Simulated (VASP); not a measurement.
# Ti2W (P-6m2) in VASP: single point with PBE

Aim: the single point of Ti2W with PBE.

Program: VASP 6.6.1. These are calculated values, not measurements. Logs are shortened: lines on timing, memory, paths and dates and some standing lists are left out, and cuts for length are marked.

## 1. The cell of the first run

Symmetry: P-6m2, No. 187, hexagonal system. The conventional cell has a = 2.838 Å, b = 2.838 Å, c = 14.430 Å, α = 90.00°, β = 90.00°, γ = 120.00°. Within 3.7 Å of Ti (site symmetry -6m2) lie 12 Ti at 2.84 to 2.89 Å. Ti (site symmetry -6m2) has 6 Ti at 2.84 Å and 6 W at 2.92 Å within 3.7 Å. Ti (site symmetry 3m) has 9 Ti at 2.84 to 2.89 Å and 3 W at 2.92 Å within 3.7 Å. Within 3.7 Å of W (site symmetry 3m) lie 6 W at 2.84 Å and 6 Ti at 2.92 Å.

## 2. Single point, PBE

The input, INCAR:

```
PREC = Accurate ; ENCUT = 550
EDIFF = 1E-6 ; ISMEAR = 0
SIGMA = 0.1 ; LREAL = F
LASPH = T ; NELM = 300
ALGO = All ; ISIF = 2
LWAVE = F ; LCHARG = F
GGA = PE ; NBANDS = 47
GGA_COMPAT = F ; ISEARCH = 1
KPAR = 4
```

The input, KPOINTS:

```
regular mesh
0
Gamma
  18 18 4
```

The input, POSCAR:

```
Ti2W
1.0
    2.8382618533      0.0000000000      0.0000000000
   -1.4191309266      2.4580068675      0.0000000000
    0.0000000000      0.0000000000     14.4301090621
Ti W
4 2
Direct
    0.3333333333      0.6666666667      0.5000000000
    0.6666666667      0.3333333333      0.0000000000
    0.6666666667      0.3333333333      0.3351593389
    0.6666666667      0.3333333333      0.6648406611
    0.3333333333      0.6666666667      0.8326875649
    0.3333333333      0.6666666667      0.1673124351
```

Potentials or basis: VASP PAW PBE potentials, release 64 (Ti_sv, W_sv).

Started as:

```console
$ cat potpaw_PBE.64/Ti_sv/POTCAR potpaw_PBE.64/W_sv/POTCAR > POTCAR
$ mpirun -np 4 vasp_std > vasp.out
```

OUTCAR:

```text
PREC = Accurate
   ENCUT = 550
   EDIFF = 1E-6
   ISMEAR = 0
   LREAL = F
   LASPH = T
   NELM = 300
   ISIF = 2
   GGA = PE

 ion  position               nearest neighbor table
   1  0.333  0.667  0.500-   3 2.89   4 2.89   3 2.89   4 2.89   3 2.89   4 2.89
   2  0.667  0.333  0.000-   5 2.92   6 2.92   5 2.92   6 2.92   5 2.92   6 2.92
   3  0.667  0.333  0.335-   1 2.89   1 2.89   1 2.89   6 2.92   6 2.92   6 2.92
   4  0.667  0.333  0.665-   1 2.89   1 2.89   1 2.89   5 2.92   5 2.92   5 2.92
   5  0.333  0.667  0.833-   2 2.92   2 2.92   2 2.92   4 2.92   4 2.92   4 2.92
   6  0.333  0.667  0.167-   2 2.92   2 2.92   2 2.92   3 2.92   3 2.92   3 2.92

  LATTYP: Found a hexagonal cell.
 ALAT       =     2.8382618533
 C/A-ratio  =     5.0841359282

  Lattice vectors:

 A1 = (   2.8382618533,   0.0000000000,   0.0000000000)
 A2 = (  -1.4191309266,   2.4580068675,   0.0000000000)
 A3 = (   0.0000000000,   0.0000000000,  14.4301090621)

Analysis of symmetry for initial positions (statically):
=====================================================================
 Subroutine PRICEL returns:
 Original cell was already a primitive cell.

 Routine SETGRP: Setting up the symmetry group for a
 hexagonal supercell.

 Subroutine GETGRP returns: Found 12 space group operations
 (whereof 12 operations were pure point group operations)
 out of a pool of 24 trial point group operations.

The static configuration has the point symmetry D_3h.

Analysis of symmetry for dynamics (positions and initial velocities):
=====================================================================
 Subroutine PRICEL returns:
 Original cell was already a primitive cell.

 Routine SETGRP: Setting up the symmetry group for a
 hexagonal supercell.

 Subroutine GETGRP returns: Found 12 space group operations
 (whereof 12 operations were pure point group operations)
 out of a pool of 24 trial point group operations.

The dynamic configuration has the point symmetry D_3h.

 Subroutine INISYM returns: Found 12 space group operations
 (whereof 12 operations are pure point group operations),
 and found     1 'primitive' translations

----------------------------------------------------------------------------------------
[... 100 lines left out ...]
   NELM   =    300;   NELMIN=  2; NELMDL= -5     # of ELM steps
   EDIFF  = 0.1E-05   stopping-criterion for ELM
   LREAL  =      F    real-space projection
   EDIFFG = 0.1E-04   stopping-criterion for IOM
   NSW    =      0    number of steps for IOM
   IBRION =     -1    ionic relax: 0-MD 1-quasi-New 2-CG
   NFREE  =      0    steps in history (QN), initial steepest desc. (CG)
   ISIF   =      2    stress and relaxation
   ISYM   =      2    0-nonsym 1-usesym 2-fastsym
   POTIM  = 0.5000    time-step for ionic-motion
   TEBEG  =    0.0;   TEEND  =   0.0 temperature during run
   PSTRESS=    0.0 pullay stress
   NELECT =      76.0000    total number of electrons
   NUPDOWN=      -1.0000    fix difference up-down
   EMIN   =  10.00;   EMAX   =-10.00  energy-range for DOS
   EFERMI =   0.00;   METHOD = LEGACY
   ISMEAR =     0;   SIGMA  =   0.10  broadening in eV -4-tet -1-fermi 0-gaus
   EFERMI_NEDOS =   21; number of points for ismear=-14 and -15
   IALGO  =     58    algorithm
   IMIX   =      4    mixing-type and parameters
     AMIX     =   0.40;   BMIX     =  1.00
     AMIX_MAG =   1.60;   BMIX_MAG =  1.00
  volume/ion in A,a.u.               =      16.78       113.23
  Fermi-wavevector in a.u.,A,eV,Ry     =   1.490657  2.816933 30.232927  2.222057
  Thomas-Fermi vector in A             =   2.603411
   LORBIT       =      0    0 simple, 1 ext, 2 COOP (PROOUT), +10 PAW based schemes
   GGA     = PE    functional components
   LHFCALC =     F    Hartree Fock is set to
   AEXX    =    0.0000 exact exchange contribution
   IVDW    =     0    specifies the selected vdW correction
   LEPSILON=     F    determine dielectric tensor
   LRPA    =     F    only Hartree local field effects (RPA)
 non-spin polarized calculation
 Gauss-broadening in eV      SIGMA  =   0.10
  energy-cutoff  :      550.00
  volume of cell :      100.67
 maximum number of plane-waves:      3016
 NGX is ok and might be reduce to    24
   NGX = 11   NGY = 11   NGZ = 55

 number of electron      76.0000016 magnetization

 Free energy of the ion-electron system (eV)
  ---------------------------------------------------
  ext. energy  EPLUGINS =         0.00000000
  ---------------------------------------------------
  free energy    TOTEN  =       -56.06529568 eV

  energy without entropy =      -56.01526993  energy(sigma->0) =      -56.04028280

 E-fermi :   9.2284     XC(G=0): -12.2155

 val. band max:        9.2273203032   @ k =   0.3333   0.1111   0.0000
 cond. band min:       9.2315370335   @ k =   0.2778   0.2222   0.2500
 fundamental gap:      0.0042167304
 Fermi energy:         9.2284295670

 k-point     1 :       0.0000    0.0000    0.0000
  band No.  band energies     occupation
      1     -64.5339      2.00000
      2     -64.5339      2.00000
      3     -47.5466      2.00000
      4     -47.5089      2.00000
      5     -47.4920      2.00000
      6     -47.3635      2.00000
[... 1189 lines left out ...]
     46      11.7546      0.00000
     47      11.7773      0.00000

 [... further k-points ...]

------------------------ aborting loop because EDIFF is reached ----------------------------------------

  FORCE on cell =-STRESS in cart. coord.  units (eV):
  Direction    XX          YY          ZZ          XY          YZ          ZX
  --------------------------------------------------------------------------------------
  -------------------------------------------------------------------------------------
  Total       -0.0637498     -0.0637498     -0.0949316     -0.0000000      0.0000000      0.0000000
  in kB       -1.0145745     -1.0145745     -1.5108329     -0.0000000      0.0000000      0.0000000
  external PRESSURE =      -1.1799939 kB  Pullay stress =       0.0000000 kB

 VOLUME and BASIS-vectors are now :
 -----------------------------------------------------------------------------
  energy-cutoff  :      550.00
  volume of cell :      100.67
      direct lattice vectors                 reciprocal lattice vectors
     2.838261853  0.000000000  0.000000000     0.352328309  0.203416844  0.000000000
    -1.419130927  2.458006867  0.000000000     0.000000000  0.406833688  0.000000000
     0.000000000  0.000000000 14.430109062     0.000000000  0.000000000  0.069299546

 POSITION                                       TOTAL-FORCE (eV/Angst)
 -----------------------------------------------------------------------------------
     -0.00000      1.63867      7.21505         0.000000     -0.000000      0.000000
      1.41913      0.81934      0.00000         0.000000     -0.000000      0.000000
      1.41913      0.81934      4.83639         0.000000     -0.000000      0.004363
      1.41913      0.81934      9.59372        -0.000000     -0.000000     -0.004363
     -0.00000      1.63867     12.01577        -0.000000      0.000000      0.002502
     -0.00000      1.63867      2.41434        -0.000000      0.000000     -0.002502
 -----------------------------------------------------------------------------------
    total drift:                               -0.000000      0.000000      0.000000

  FREE ENERGIE OF THE ION-ELECTRON SYSTEM (eV)
  ---------------------------------------------------
  free  energy   TOTEN  =       -56.0652956765 eV

  energy  without entropy=      -56.0152675401  energy(sigma->0) =      -56.04028161
```

stdout:

```text
POSCAR found type information on POSCAR TiW
 POSCAR found :  2 types and       6 ions
 scaLAPACK will be used
 LDA part: xc-table for (Slater+PW92), standard interpolation
 POSCAR, INCAR and KPOINTS ok, starting setup
 FFT: planning ... GRIDC
[... 96 lines left out ...]
 gam= 4.119 trial= 0.138  step=  0.0352 mean=  0.1376
  continued last = 0.041  step=  0.0357 harm=  0.0357 4th-ord=  0.0357
  steps along line     -0.13764E-04   0.13764E-04   0.13764E+00   0.40782E-01
  energies along line   0.19659E-07  -0.19659E-07   0.18805E-03  -0.25019E-04
 gam= 0.303 g(H,U,f)=  0.211E-03 0.199E-03 0.438E-04 ort(H,U,f) = 0.273E-03-0.199E-03-0.101E-03
 gam= 0.303 trial= 0.127  step=  0.1137 mean=  0.1274
 gam= 1.127 g(H,U,f)=  0.148E-03 0.285E-03 0.769E-04 ort(H,U,f) = 0.599E-04-0.654E-04 0.586E-05
 gam= 1.127 trial= 0.126  step=  0.0319 mean=  0.1261
  continued last = 0.037  step=  0.031
```

It took 4.9 min on 4 MPI ranks of Intel Xeon 6975P-C (Granite Rapids), shared host; peak memory 1.1 GiB.

Results:

```
Free energy            : -56.0653 eV
Pressure               : -0.1 GPa
Largest force          : 0.004 eV/Å
Band gap on the k mesh : zero (bands 38 and 39 overlap by 0.94 eV)
```

Forces in eV/Å, atoms in the order of the input:
```
Ti   0.000  0.000  0.000
Ti   0.000  0.000  0.000
Ti   0.000  0.000  0.004
Ti   0.000  0.000 -0.004
W    0.000  0.000  0.003
W    0.000  0.000 -0.003
```

Caveat: spin-orbit coupling is left out, which moves the levels of the heavy elements.
